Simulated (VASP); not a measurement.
# BiB (P6_3mc) in VASP: notebook

BiB is run at these levels: PBEsol, r2SCAN+rVV10; tasks: single point, relaxation of cell and atoms.

All numbers are computed with VASP 6.6.1; they aren't measurements. Logs are shortened: lines on timing, memory, paths and dates and some standing lists are left out, and cuts for length are marked.

## (1) The cell of the first run

The structure is hexagonal, space group P6_3mc (No. 186). Conventional cell: a = 3.843 Å, b = 3.843 Å, c = 6.321 Å, α = 90.00°, β = 90.00°, γ = 120.00°. Within 3.1 Å of B (site symmetry 3m) lie 4 Bi at 2.36 to 2.37 Å. Bi (site symmetry 3m) has 4 B at 2.36 to 2.37 Å within 3.1 Å.

## (2) Single point, PBEsol

The input, INCAR:

```
PREC = Accurate
ENCUT = 520
EDIFF = 1E-6
ISMEAR = -1
SIGMA = 0.03
LREAL = F
LASPH = T
NELM = 100
ALGO = Normal
ISIF = 2
LWAVE = F
LCHARG = F
GGA = PS
NBANDS = 26
```

The input, KPOINTS:

```
regular mesh
0
Gamma
  6 6 4
```

The input, POSCAR:

```
BiB
1.0
    3.8431533276      0.0000000000      0.0000000000
   -1.9215766638      3.3282684124      0.0000000000
    0.0000000000      0.0000000000      6.3211157853
B Bi
2 2
Direct
    0.3333333333      0.6666666667      0.0000450599
    0.6666666667      0.3333333333      0.5000450599
    0.3333333333      0.6666666667      0.3749549401
    0.6666666667      0.3333333333      0.8749549401
```

Potentials or basis: VASP PAW PBE potentials, release 64 (B, Bi_d).

The run is started by

```
cat potpaw_PBE.64/B/POTCAR potpaw_PBE.64/Bi_d/POTCAR > POTCAR
mpirun -np 1 vasp_std > vasp.out
```

OUTCAR:

```text
PREC = Accurate
   ENCUT = 520
   EDIFF = 1E-6
   ISMEAR = -1
   LREAL = F
   LASPH = T
   NELM = 100
   ISIF = 2
   GGA = PS

 ion  position               nearest neighbor table
   1  0.333  0.667  0.000-   4 2.36   4 2.36   4 2.36   3 2.37
   2  0.667  0.333  0.500-   3 2.36   3 2.36   3 2.36   4 2.37
   3  0.333  0.667  0.375-   2 2.36   2 2.36   2 2.36   1 2.37   4 3.86   4 3.86   4 3.86   4 3.86
                             4 3.86   4 3.86
   4  0.667  0.333  0.875-   1 2.36   1 2.36   1 2.36   2 2.37   3 3.86   3 3.86   3 3.86   3 3.86
                             3 3.86   3 3.86

  LATTYP: Found a hexagonal cell.
 ALAT       =     3.8431533276
 C/A-ratio  =     1.6447732491

  Lattice vectors:

 A1 = (   3.8431533276,   0.0000000000,   0.0000000000)
 A2 = (  -1.9215766638,   3.3282684124,   0.0000000000)
 A3 = (   0.0000000000,   0.0000000000,   6.3211157853)

Analysis of symmetry for initial positions (statically):
=====================================================================
 Subroutine PRICEL returns:
 Original cell was already a primitive cell.

 Routine SETGRP: Setting up the symmetry group for a
 hexagonal supercell.

 Subroutine GETGRP returns: Found 12 space group operations
 (whereof  6 operations were pure point group operations)
 out of a pool of 24 trial point group operations.

The static configuration has the point symmetry C_3v.
 The point group associated with its full space group is C_6v.

Analysis of symmetry for dynamics (positions and initial velocities):
=====================================================================
 Subroutine PRICEL returns:
 Original cell was already a primitive cell.

 Routine SETGRP: Setting up the symmetry group for a
 hexagonal supercell.

 Subroutine GETGRP returns: Found 12 space group operations
 (whereof  6 operations were pure point group operations)
 out of a pool of 24 trial point group operations.

The dynamic configuration has the point symmetry C_3v.
 The point group associated with its full space group is C_6v.

 Subroutine INISYM returns: Found 12 space group operations
 (whereof  6 operations are pure point group operations),
 and found     1 'primitive' translations

----------------------------------------------------------------------------------------

                                     Primitive cell

  volume of cell :      80.8537

  direct lattice vectors                    reciprocal lattice vectors
     3.843153328  0.000000000  0.000000000     0.260202993  0.150228268  0.000000000
    -1.921576664  3.328268412  0.000000000     0.000000000  0.300456537  0.000000000
     0.000000000  0.000000000  6.321115785     0.000000000  0.000000000  0.158199918

  length of vectors
     3.843153328  3.843153328  6.321115785     0.300456537  0.300456537  0.158199918

  position of ions in fractional coordinates (direct lattice)
     0.333333333  0.666666667  0.000045060
     0.666666667  0.333333333  0.500045060
     0.333333333  0.666666667  0.374954940
     0.666666667  0.333333333  0.874954940

  ion indices of the primitive-cell ions
   primitive index   ion index
                 1           1
                 2           2
                 3           3
                 4           4

----------------------------------------------------------------------------------------

 KPOINTS: regular mesh

Automatic generation of k-mesh.
 Grid dimensions read from file:
 generate k-points for:    6    6    4

 Generating k-lattice:

  Cartesian coordinates                     Fractional coordinates (reciprocal lattice)
     0.043367166  0.025038045  0.000000000     0.166666667  0.000000000  0.000000000
     0.000000000  0.050076089  0.000000000     0.000000000  0.166666667  0.000000000
     0.000000000  0.000000000  0.039549980     0.000000000  0.000000000  0.250000000

  Length of vectors
     0.050076089  0.050076089  0.039549980

  Shift w.r.t. Gamma in fractional coordinates (k-lattice)
     0.000000000  0.000000000  0.000000000

 Subroutine IBZKPT returns following result:
 ===========================================

 Found     21 irreducible k-points:

 Following reciprocal coordinates:
            Coordinates               Weight
  0.000000  0.000000  0.000000      1.000000
  0.166667  0.000000  0.000000      6.000000
  0.333333  0.000000  0.000000      6.000000
  0.500000  0.000000  0.000000      3.000000
  0.166667  0.166667  0.000000      6.000000
  0.333333  0.166667  0.000000     12.000000
[... 13 lines left out ...]
  0.333333  0.166667  0.500000     12.000000
  0.333333  0.333333  0.500000      2.000000
   k-points           NKPTS =     21   k-points in BZ     NKDIM =     21   number of bands    NBANDS=     26
   number of dos      NEDOS =    301   number of ions     NIONS =      4
   total plane-waves  NPLWV =  43200
   dimension x,y,z NGX =    30 NGY =   30 NGZ =   48
   dimension x,y,z NGXF=    60 NGYF=   60 NGZF=   96
   ions per type =               2   2
[... 36 lines left out ...]
   LORBIT       =      0    0 simple, 1 ext, 2 COOP (PROOUT), +10 PAW based schemes
   GGA     = PS    functional components
   LHFCALC =     F    Hartree Fock is set to
   AEXX    =    0.0000 exact exchange contribution
   IVDW    =     0    specifies the selected vdW correction
   LEPSILON=     F    determine dielectric tensor
   LRPA    =     F    only Hartree local field effects (RPA)
 non-spin polarized calculation
  energy-cutoff  :      520.00
  volume of cell :       80.85
 maximum number of plane-waves:      2208
 NGX is ok and might be reduce to    30
   NGX = 15   NGY = 15   NGZ = 23

 number of electron      35.9999995 magnetization

 Free energy of the ion-electron system (eV)
  ---------------------------------------------------
  ext. energy  EPLUGINS =         0.00000000
  ---------------------------------------------------
  free energy    TOTEN  =       -19.47135123 eV

  energy without entropy =      -19.47076851  energy(sigma->0) =      -19.47105987

 E-fermi :   7.4478     XC(G=0): -10.3065

 val. band max:        7.3923831967   @ k =   0.0000   0.0000   0.0000
 cond. band min:       7.4775842403   @ k =   0.0000   0.0000   0.0000
 fundamental gap:      0.0852010436
 Fermi energy:         7.4477917152

 k-point     1 :       0.0000    0.0000    0.0000
  band No.  band energies     occupation
      1     -15.8315      2.00000
      2     -15.8264      2.00000
      3     -15.8200      2.00000
      4     -15.8200      2.00000
      5     -15.8062      2.00000
      6     -15.8062      2.00000
[... 18 lines left out ...]
     25      12.2374      0.00000
     26      13.1097      0.00000

 k-point     2 :       0.1667    0.0000    0.0000
  band No.  band energies     occupation
      1     -15.8367      2.00000
      2     -15.8224      2.00000
      3     -15.8173      2.00000
      4     -15.8084      2.00000
      5     -15.7923      2.00000
      6     -15.7898      2.00000
[... 18 lines left out ...]
     25      13.2211      0.00000
     26      13.5633      0.00000

 k-point     3 :       0.3333    0.0000    0.0000
  band No.  band energies     occupation
      1     -15.8539      2.00000
      2     -15.8256      2.00000
      3     -15.8009      2.00000
      4     -15.7984      2.00000
      5     -15.7694      2.00000
      6     -15.7597      2.00000
[... 18 lines left out ...]
     25      13.8646      0.00000
     26      14.6112      0.00000

 k-point     4 :       0.5000    0.0000    0.0000
  band No.  band energies     occupation
      1     -15.8618      2.00000
      2     -15.8301      2.00000
      3     -15.7986      2.00000
      4     -15.7962      2.00000
      5     -15.7635      2.00000
      6     -15.7528      2.00000
[... 18 lines left out ...]
     25      14.5877      0.00000
     26      15.2766      0.00000
[... 409 lines left out ...]
      1     -15.8350      2.00000
      2     -15.8350      2.00000
      3     -15.7975      2.00000
      4     -15.7975      2.00000
      5     -15.7808      2.00000
      6     -15.7808      2.00000
[... 18 lines left out ...]
     25      13.1336      0.00000
     26      13.1336      0.00000

 k-point    20 :       0.3333    0.1667    0.5000
  band No.  band energies     occupation
      1     -15.8371      2.00000
      2     -15.8371      2.00000
      3     -15.7863      2.00000
      4     -15.7863      2.00000
      5     -15.7746      2.00000
      6     -15.7746      2.00000
[... 18 lines left out ...]
     25      13.9349      0.00000
     26      13.9349      0.00000

 k-point    21 :       0.3333    0.3333    0.5000
  band No.  band energies     occupation
      1     -15.8278      2.00000
      2     -15.8278      2.00000
      3     -15.7816      2.00000
      4     -15.7816      2.00000
      5     -15.7717      2.00000
      6     -15.7717      2.00000
[... 18 lines left out ...]
     25      14.5350      0.00000
     26      14.5350      0.00000

------------------------ aborting loop because EDIFF is reached ----------------------------------------

  FORCE on cell =-STRESS in cart. coord.  units (eV):
  Direction    XX          YY          ZZ          XY          YZ          ZX
  --------------------------------------------------------------------------------------
  -------------------------------------------------------------------------------------
  Total       -0.0264405     -0.0264405     -0.0131455      0.0000000      0.0000000      0.0000000
  in kB       -0.5239394     -0.5239394     -0.2604887      0.0000000      0.0000000      0.0000000
  external PRESSURE =      -0.4361225 kB  Pullay stress =       0.0000000 kB

 VOLUME and BASIS-vectors are now :
 -----------------------------------------------------------------------------
  energy-cutoff  :      520.00
  volume of cell :       80.85
      direct lattice vectors                 reciprocal lattice vectors
     3.843153328  0.000000000  0.000000000     0.260202993  0.150228268  0.000000000
    -1.921576664  3.328268412  0.000000000     0.000000000  0.300456537  0.000000000
     0.000000000  0.000000000  6.321115785     0.000000000  0.000000000  0.158199918

 POSITION                                       TOTAL-FORCE (eV/Angst)
 -----------------------------------------------------------------------------------
     -0.00000      2.21885      0.00028        -0.000000     -0.000000      0.003637
      1.92158      1.10942      3.16084         0.000000      0.000000      0.003637
     -0.00000      2.21885      2.37013        -0.000000     -0.000000     -0.003637
      1.92158      1.10942      5.53069         0.000000      0.000000     -0.003637
 -----------------------------------------------------------------------------------
    total drift:                               -0.000000      0.000000      0.000014

  FREE ENERGIE OF THE ION-ELECTRON SYSTEM (eV)
  ---------------------------------------------------
  free  energy   TOTEN  =       -19.4713512323 eV

  energy  without entropy=      -19.4707685109  energy(sigma->0) =      -19.47105987
```

Run time: 69 s. Hardware: 1 thread of Intel Xeon Platinum 8259CL at 2.50GHz (Skylake/Cascade Lake), shared host; peak memory 0.2 GiB.

What came out:

| Item | Value |
| --- | --- |
| Free energy | -19.4714 eV |
| Pressure | 0.0 GPa |
| Largest force | 0.004 eV/Å |
| Band gap on the k mesh | 0.09 eV |

Forces on the atoms (eV/Å):
```
B    0.000  0.000  0.004
B    0.000  0.000  0.004
Bi   0.000  0.000 -0.004
Bi   0.000  0.000 -0.004
```

Levels at points of the mesh, in eV from the valence-band top:
```csv
k point,band 16,band 17,band 18,band 19,band 20,band 21
"(0.00, 0.00, 0.00)",-0.22,0.00,0.00,0.09,0.53,2.51
"(0.50, 0.00, 0.00)",-3.65,-3.26,-1.77,0.51,1.70,3.12
"(0.00, 0.00, 0.50)",-1.07,-1.07,-1.07,0.77,0.77,3.65
"(0.50, 0.00, 0.50)",-2.91,-2.87,-2.87,0.59,0.59,2.25
```

Caveat: the structure was generated, so it needn't be the stable form of BiB; the PAW data sets were made with another functional, which shifts forces and pressure a little; spin-orbit coupling is left out, which moves the levels of the heavy elements. A k mesh can miss the band edges.

## (3) Relaxation of cell and atoms, PBEsol

This run uses another cell than the first one, of 19.18 Å³/atom.

The input, INCAR:

```
PREC = Accurate ; ENCUT = 600
EDIFF = 1E-7 ; ISMEAR = -1
SIGMA = 0.03 ; LREAL = F
LASPH = T ; NELM = 100
ALGO = Normal ; ISIF = 3
LWAVE = F ; LCHARG = F
GGA = PS ; IBRION = 2
NSW = 100 ; EDIFFG = -0.01
```

KPOINTS is that of step 2.

The input, POSCAR:

```
BiB
1.0
    3.7856047478      0.0000000000      0.0000000000
   -1.8928023739      3.2784298803      0.0000000000
    0.0000000000      0.0000000000      6.1818925532
B Bi
2 2
Direct
    0.3333333333      0.6666666667      0.0000000000
    0.6666666667      0.3333333333      0.5000000000
    0.3333333333      0.6666666667      0.3750000000
    0.6666666667      0.3333333333      0.8750000000
```

Potentials or basis: VASP PAW PBE potentials, release 64 (B, Bi_d).

The run is started by

```
cat potpaw_PBE.64/B/POTCAR potpaw_PBE.64/Bi_d/POTCAR > POTCAR
mpirun -np 1 vasp_std > vasp.out
```

Wall time 3.5 min (1 thread of Intel Xeon Platinum 8259CL at 2.50GHz (Skylake/Cascade Lake), shared host); peak memory 0.23 GiB.

The run converged. Its results:

| Quantity | Value |
| --- | --- |
| Free energy | -19.4719 eV |
| Relaxed volume | 20.21 Å³/atom |
| Relaxed cell | a = 3.844 Å, b = 3.844 Å, c = 6.318 Å, α = 90.00°, β = 90.00°, γ = 120.00° |
| Space group after relaxing (to 0.1 Å) | P6_3mc (No. 186) |
| Energy gained by relaxing | 15.3 meV/atom |
| Ionic steps | 5 |
| Pressure after relaxing | 0.0 GPa |
| Band gap on the k mesh | 0.08 eV |

Forces in eV/Å, atoms in the order of the input:
```
B    0.000  0.000  0.003
B    0.000  0.000  0.003
Bi   0.000  0.000 -0.003
Bi   0.000  0.000 -0.003
```

Stress tensor (GPa, compression positive):
```
-0.06  0.00  0.00
 0.00 -0.06  0.00
 0.00  0.00  0.07
```

The path:
| step | energy change (eV) | largest force (eV/Å) | pressure (GPa) | volume (Å³) |
| --- | --- | --- | --- | --- |
| 1 | 0.0000 | 0.0430 | 4.84 | 76.72 |
| 2 | -0.0416 | 0.0656 | -2.32 | 83.33 |
| 3 | -0.0611 | 0.0362 | 0.01 | 80.83 |
| 4 | -0.0612 | 0.0007 | -0.02 | 80.85 |
| 5 | -0.0612 | 0.0028 | -0.01 | 80.85 |

Final structure:
```
B Bi
1.0
     3.84389    0.00000    0.00000
    -1.92195    3.32891    0.00000
     0.00000    0.00000    6.31846
B Bi
2 2
Cartesian
  0.0000 2.2193 0.0001
  1.9219 1.1096 3.1593
  0.0000 2.2193 2.3693
  1.9219 1.1096 5.5285
```

Levels at points of the mesh, in eV from the valence-band top:
```csv
k point,band 14,band 15,band 16,band 17,band 18,band 19,band 20,band 21,band 22
"(0.00, 0.00, 0.00)",-1.78,-1.78,-0.22,0.00,0.00,0.08,0.54,2.51,2.51
"(0.50, 0.00, 0.00)",-6.77,-5.27,-3.65,-3.26,-1.76,0.51,1.70,3.12,4.09
"(0.00, 0.00, 0.50)",-4.87,-1.07,-1.07,-1.07,-1.07,0.77,0.77,3.65,3.65
"(0.50, 0.00, 0.50)",-7.91,-2.91,-2.91,-2.87,-2.87,0.59,0.59,2.26,2.26
```

Caveat: the structure was generated, so it needn't be the stable form of BiB; the PAW data sets were made with another functional, which shifts forces and pressure a little; spin-orbit coupling is left out, which moves the levels of the heavy elements.

## (4) Single point, r2SCAN+rVV10

This run uses another cell than the first one, of 20.40 Å³/atom.

The input, POSCAR:

```
BiB
1.0
    3.8509234680      0.0000000000      0.0000000000
   -1.9254617340      3.3349975514      0.0000000000
    0.0000000000      0.0000000000      6.3527643169
B Bi
2 2
Direct
    0.3333333333      0.6666666667      0.0003330940
    0.6666666667      0.3333333333      0.5003330940
    0.3333333333      0.6666666667      0.3746669060
    0.6666666667      0.3333333333      0.8746669060
```

The input, INCAR.step1:

```
  PREC = Accurate
  ENCUT = 520
  ISMEAR = -1
  SIGMA = 0.03
  LREAL = False
  LASPH = True
  NELM = 60
  NBANDS = 26
  GGA = PE
  ALGO = Normal
  EDIFF = 1E-4
  LWAVE = True
  LCHARG = False
```

The input, INCAR.step2:

```
  PREC = Accurate
  ENCUT = 520
  EDIFF = 1E-7
  ISMEAR = -1
  SIGMA = 0.03
  LREAL = False
  LASPH = True
  NELM = 60
  ALGO = Normal
  ISIF = 2
  LWAVE = False
  LCHARG = True
  METAGGA = R2SCAN
  LMIXTAU = True
  LUSE_VDW = True
  IVDW_NL = 2
  BPARAM = 11.95
  CPARAM = 0.0093
  LELF = True
  LVHAR = True
  NBANDS = 26
  ISTART = 1
```

The input, KPOINTS:

```
Automatic mesh
0
Gamma
  12 12 4
```

The run is started by

```
cat potpaw_PBE.64/B/POTCAR potpaw_PBE.64/Bi_d/POTCAR > POTCAR
cp INCAR.step1 INCAR
mpirun -np 1 vasp_std > vasp.out
cp INCAR.step2 INCAR
mpirun -np 1 vasp_std > vasp.out
```

Wall time 12 min (1 thread of Intel Xeon Platinum 8259CL at 2.50GHz (Skylake/Cascade Lake), shared host); peak memory 0.43 GiB.

Results (log left out):

- Free energy: -127.7483 eV
- Pressure: 0.1 GPa
- Largest force: 0.005 eV/Å
- Band gap on the k mesh: 0.22 eV

Forces in eV/Å, atoms in the order of the input:
```
B    0.000  0.000 -0.005
B    0.000  0.000 -0.005
Bi   0.000  0.000  0.005
Bi   0.000  0.000  0.005
```

Levels at points of the mesh, in eV from the valence-band top:
```tsv
k point	band 16	band 17	band 18	band 19	band 20	band 21
(0.00, 0.00, 0.00)	-0.26	0.00	0.00	0.22	0.54	2.64
(0.50, 0.00, 0.00)	-3.82	-3.37	-1.87	0.69	1.85	3.36
(0.00, 0.00, 0.50)	-1.12	-1.12	-1.12	0.93	0.93	3.86
(0.50, 0.00, 0.50)	-3.08	-3.01	-3.01	0.70	0.70	2.51
```

Caveat: the structure was generated, so it needn't be the stable form of BiB; the PAW data sets were made with another functional, which shifts forces and pressure a little; spin-orbit coupling is left out, which moves the levels of the heavy elements.

## (5) Overview

| task | level | cell | k mesh | cutoff (eV) | gap on the mesh (eV) | pressure (GPa) |
| --- | --- | --- | --- | --- | --- | --- |
| single point | PBEsol | a = 3.843, b = 3.843, c = 6.321 Å, angles 90.0, 90.0, 120.0°, 4 atoms, atomic positions A | 6 × 6 × 4 | 520 | 0.09 | 0.0 |
| relaxation of cell and atoms | PBEsol | relaxed from a = 3.786, b = 3.786, c = 6.182 Å, angles 90.0, 90.0, 120.0°, 4 atoms, atomic positions A | 6 × 6 × 4 | 600 | 0.08 | 0.0 |
| single point | r2SCAN+rVV10 | a = 3.851, b = 3.851, c = 6.353 Å, angles 90.0, 90.0, 120.0°, 4 atoms, atomic positions B | 12 × 12 × 4 | 520 | 0.22 | 0.1 |

Alike in all rows: potentials or basis VASP PAW PBE potentials, release 64 (B, Bi_d); no spin polarisation; smearing fermi-dirac 0.03 eV.

Caveats: the structure was generated, so it needn't be the stable form of BiB; the PAW data sets were made with another functional, which shifts forces and pressure a little; spin-orbit coupling is left out, which moves the levels of the heavy elements.

Total energies depend on the potentials used, so only differences within one code and one set of settings carry meaning.
